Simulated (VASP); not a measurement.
# Te2Mo (P6_3/mmc) in VASP: notebook, part 2 of 2

VASP 6.6.1.

### Step 3. Single point, r2SCAN (strain -0.050 along x and y, -0.025 along z)

POSCAR

```
Te2Mo
1.0
    3.3853679563      0.0000000000      0.0000000000
   -1.6926839782      2.9318146513      0.0000000000
    0.0000000000      0.0000000000     14.3580655269
Te Mo
4 2
Direct
    0.3333333333      0.6666666667      0.6284839550
    0.6666666667      0.3333333333      0.1284839550
    0.3333333333      0.6666666667      0.8715160450
    0.6666666667      0.3333333333      0.3715160450
    0.3333333333      0.6666666667      0.2500000000
    0.6666666667      0.3333333333      0.7500000000
```

INCAR.step1

```
  PREC = Accurate
  ENCUT = 520
  ISMEAR = 0
  SIGMA = 0.05
  LREAL = False
  LASPH = True
  NELM = 60
  NBANDS = 35
  GGA = PE
  ALGO = Normal
  EDIFF = 1E-4
  LWAVE = True
  LCHARG = False
```

INCAR.step2

```
  PREC = Accurate
  ENCUT = 520
  EDIFF = 1E-7
  ISMEAR = 0
  SIGMA = 0.05
  LREAL = False
  LASPH = True
  NELM = 60
  ALGO = Normal
  ISIF = 2
  LWAVE = False
  LCHARG = False
  METAGGA = R2SCAN
  LMIXTAU = True
  NBANDS = 35
  ISTART = 1
```

KPOINTS

```
Automatic mesh
0
Gamma
  12 12 2
```

Potentials or basis: VASP PAW PBE potentials, release 64 (Te, Mo_sv).

Launch:

```console
cat potpaw_PBE.64/Te/POTCAR potpaw_PBE.64/Mo_sv/POTCAR > POTCAR
cp INCAR.step1 INCAR
mpirun -np 1 vasp_std > vasp.out
cp INCAR.step2 INCAR
mpirun -np 1 vasp_std > vasp.out
```

OUTCAR:

```text
PREC = Accurate
   ENCUT = 520
   EDIFF = 1E-7
   ISMEAR = 0
   LREAL = False
   LASPH = True
   NELM = 60
   ISIF = 2
   METAGGA = R2SCAN
   ISTART = 1

 ion  position               nearest neighbor table
   1  0.333  0.667  0.628-   6 2.62   6 2.62   6 2.62   3 3.49
   2  0.667  0.333  0.128-   5 2.62   5 2.62   5 2.62   4 3.49
   3  0.333  0.667  0.872-   6 2.62   6 2.62   6 2.62   1 3.49
   4  0.667  0.333  0.372-   5 2.62   5 2.62   5 2.62   2 3.49
   5  0.333  0.667  0.250-   2 2.62   4 2.62   2 2.62   4 2.62   2 2.62   4 2.62
   6  0.667  0.333  0.750-   1 2.62   3 2.62   1 2.62   3 2.62   1 2.62   3 2.62

  LATTYP: Found a hexagonal cell.
 ALAT       =     3.3853679563
 C/A-ratio  =     4.2412126871

  Lattice vectors:

 A1 = (   3.3853679563,   0.0000000000,   0.0000000000)
 A2 = (  -1.6926839782,   2.9318146513,   0.0000000000)
 A3 = (   0.0000000000,   0.0000000000,  14.3580655269)

Analysis of symmetry for initial positions (statically):
=====================================================================
 Subroutine PRICEL returns:
 Original cell was already a primitive cell.

 Routine SETGRP: Setting up the symmetry group for a
 hexagonal supercell.
[... 175 lines left out ...]

  energy without entropy =     -154.82326482  energy(sigma->0) =     -154.82326482

 E-fermi :   8.8750     XC(G=0): -11.1782

 val. band max:        8.5362498174   @ k =   0.3333   0.3333   0.0000
 cond. band min:       9.6810285799   @ k =   0.2500   0.1667   0.0000
 fundamental gap:      1.1447787626
 Fermi energy:         8.8749874327

 k-point     1 :       0.0000    0.0000    0.0000
  band No.  band energies     occupation
      1     -53.9081      2.00000
      2     -53.9081      2.00000
      3     -27.4753      2.00000
      4     -27.4752      2.00000
      5     -27.2407      2.00000
      6     -27.2407      2.00000
[... 901 lines left out ...]
     34      12.9747      0.00000
     35      14.7679      0.00000

 [... further k-points ...]
[... 5 lines left out ...]
  --------------------------------------------------------------------------------------
  -------------------------------------------------------------------------------------
  Total       13.6777347     13.6777347     13.9153765     -0.0000000      0.0000000      0.0000000
  in kB      153.7752480    153.7752480    156.4469941     -0.0000000      0.0000000      0.0000000
  external PRESSURE =     154.6658301 kB  Pullay stress =       0.0000000 kB

 VOLUME and BASIS-vectors are now :
 -----------------------------------------------------------------------------
  energy-cutoff  :      520.00
  volume of cell :      142.51
      direct lattice vectors                 reciprocal lattice vectors
     3.385367956  0.000000000  0.000000000     0.295388866  0.170542841  0.000000000
    -1.692683978  2.931814651  0.000000000     0.000000000  0.341085682  0.000000000
     0.000000000  0.000000000 14.358065527     0.000000000  0.000000000  0.069647265

 POSITION                                       TOTAL-FORCE (eV/Angst)
 -----------------------------------------------------------------------------------
     -0.00000      1.95454      9.02381        -0.000000     -0.000000     -1.890881
      1.69268      0.97727      1.84478        -0.000000      0.000000     -1.890881
     -0.00000      1.95454     12.51328        -0.000000     -0.000000      1.890881
      1.69268      0.97727      5.33425        -0.000000      0.000000      1.890881
     -0.00000      1.95454      3.58952        -0.000000      0.000000      0.000000
      1.69268      0.97727     10.76855         0.000000     -0.000000      0.000000
 -----------------------------------------------------------------------------------
    total drift:                               -0.000000      0.000000     -0.000000

  FREE ENERGIE OF THE ION-ELECTRON SYSTEM (eV)
  ---------------------------------------------------
  free  energy   TOTEN  =      -154.8232648213 eV

  energy  without entropy=     -154.8232648213  energy(sigma->0) =     -154.82326482
```

OUTCAR.step1:

```text
PREC = Accurate
   ENCUT = 520
   ISMEAR = 0
   LREAL = False
   LASPH = True
[... 1151 lines left out ...]
     -0.00000      1.95454     12.51328        -0.000000      0.000000      2.081509
      1.69268      0.97727      5.33425        -0.000000     -0.000000      2.081509
     -0.00000      1.95454      3.58952         0.000000     -0.000000      0.000000
      1.69268      0.97727     10.76855         0.000000      0.000000      0.000000
 -----------------------------------------------------------------------------------
    total drift:                               -0.000000      0.000000     -0.000000

  FREE ENERGIE OF THE ION-ELECTRON SYSTEM (eV)
  ---------------------------------------------------
  free  energy   TOTEN  =       -35.1717239437 eV

  energy  without entropy=      -35.1717239437  energy(sigma->0) =      -35.17172394
```

It took 20 min on 1 thread of Intel Xeon 8259CL, shared host; peak memory 0.41 GiB.

What came out:

```
Free energy            : -154.8233 eV
Pressure               : 15.5 GPa
Largest force          : 1.891 eV/Å
Band gap on the k mesh : 1.14 eV (least direct gap 1.39 eV)
```

Forces on the atoms (eV/Å):
```
Te   0.000  0.000 -1.891
Te   0.000  0.000 -1.891
Te   0.000  0.000  1.891
Te   0.000  0.000  1.891
Mo   0.000  0.000  0.000
Mo   0.000  0.000  0.000
```

Caveat: the cell differs from its parent crystal (strain -0.050 along x and y, -0.025 along z); the cell stands under pressure; the PAW data sets were made with another functional, which shifts forces and pressure a little; spin-orbit coupling is left out, which moves the levels of the heavy elements. A k mesh can miss the band edges.

### Step 4. Single point, r2SCAN (strain -0.050 along x and y, +0.000 along z)

POSCAR: that of step 3 with these lines changed.

```diff
@@ -4,3 +4,3 @@
    -1.6926839782      2.9318146513      0.0000000000
-    0.0000000000      0.0000000000     14.3580655269
+    0.0000000000      0.0000000000     14.7262210532
 Te Mo
```

INCAR.step1

```
ALGO = Normal ; EDIFF = 1E-4
ENCUT = 520 ; GGA = PE
ISMEAR = 0 ; LASPH = True
LCHARG = False ; LREAL = False
LWAVE = True ; NBANDS = 35
NELM = 60 ; PREC = Accurate
SIGMA = 0.05
```

INCAR.step2

```
ALGO = Normal ; EDIFF = 1E-7
ENCUT = 520 ; ISIF = 2
ISMEAR = 0 ; ISTART = 1
LASPH = True ; LCHARG = False
LMIXTAU = True ; LREAL = False
LWAVE = False ; METAGGA = R2SCAN
NBANDS = 35 ; NELM = 60
PREC = Accurate ; SIGMA = 0.05
```

KPOINTS

```
k-points
0
Gamma
  12 12 2
```

Launch:

```console
cat potpaw_PBE.64/Te/POTCAR potpaw_PBE.64/Mo_sv/POTCAR > POTCAR
cp INCAR.step1 INCAR
mpirun -np 1 vasp_std > vasp.out
cp INCAR.step2 INCAR
mpirun -np 1 vasp_std > vasp.out
```

Wall time 23 min (1 thread of Intel Xeon 8259CL, shared host); peak memory 0.42 GiB.

Results (log left out):

```
Free energy            : -155.1022 eV
Pressure               : 11.2 GPa
Largest force          : 1.098 eV/Å
Band gap on the k mesh : 1.05 eV (least direct gap 1.46 eV)
```

Forces in eV/Å, atoms in the order of the input:
```
Te   0.000  0.000 -1.098
Te   0.000  0.000 -1.098
Te   0.000  0.000  1.098
Te   0.000  0.000  1.098
Mo   0.000  0.000  0.000
Mo   0.000  0.000  0.000
```

Stress tensor (GPa, compression positive):
```
12.41  0.00  0.00
 0.00 12.41  0.00
 0.00  0.00  8.93
```

Levels at points of the mesh, in eV from the valence-band top:
| k point | band 23 | band 24 | band 25 | band 26 | band 27 | band 28 | band 29 | band 30 |
| --- | --- | --- | --- | --- | --- | --- | --- | --- |
| (0.00, 0.00, 0.00) | -0.93 | -0.92 | -0.92 | -0.31 | 3.76 | 3.76 | 3.82 | 3.82 |
| (0.50, 0.00, 0.00) | -1.03 | -0.99 | -0.22 | -0.08 | 1.81 | 1.83 | 1.93 | 2.24 |
| (0.00, 0.00, 0.50) | -0.92 | -0.92 | -0.51 | -0.51 | 3.78 | 3.78 | 3.78 | 3.78 |
| (0.50, 0.00, 0.50) | -1.01 | -1.01 | -0.15 | -0.15 | 1.82 | 1.82 | 2.09 | 2.09 |

Caveat: the cell differs from its parent crystal (strain -0.050 along x and y, +0.000 along z); the cell stands under pressure; the PAW data sets were made with another functional, which shifts forces and pressure a little; spin-orbit coupling is left out, which moves the levels of the heavy elements. A k mesh can miss the band edges.

### Step 5. Summary

| cell | gap on the mesh (eV) | pressure (GPa) | largest force (eV/Å) |
| --- | --- | --- | --- |
| a = 3.385, b = 3.385, c = 13.990 Å, angles 90.0, 90.0, 120.0°, 6 atoms | 1.09 | 20.3 | 2.77 |
| a = 3.385, b = 3.385, c = 14.358 Å, angles 90.0, 90.0, 120.0°, 6 atoms | 1.14 | 15.5 | 1.89 |
| a = 3.385, b = 3.385, c = 14.726 Å, angles 90.0, 90.0, 120.0°, 6 atoms | 1.05 | 11.2 | 1.10 |

Alike in all rows: task single point; level r2SCAN; potentials or basis VASP PAW PBE potentials, release 64 (Te, Mo_sv); no spin polarisation; k mesh 12 × 12 × 2; cutoff (eV) 520; smearing gaussian 0.05 eV.

Caveats: the cell stands under pressure; the PAW data sets were made with another functional, which shifts forces and pressure a little; spin-orbit coupling is left out, which moves the levels of the heavy elements.

Absolute energies hang on the potentials; compare differences alone.
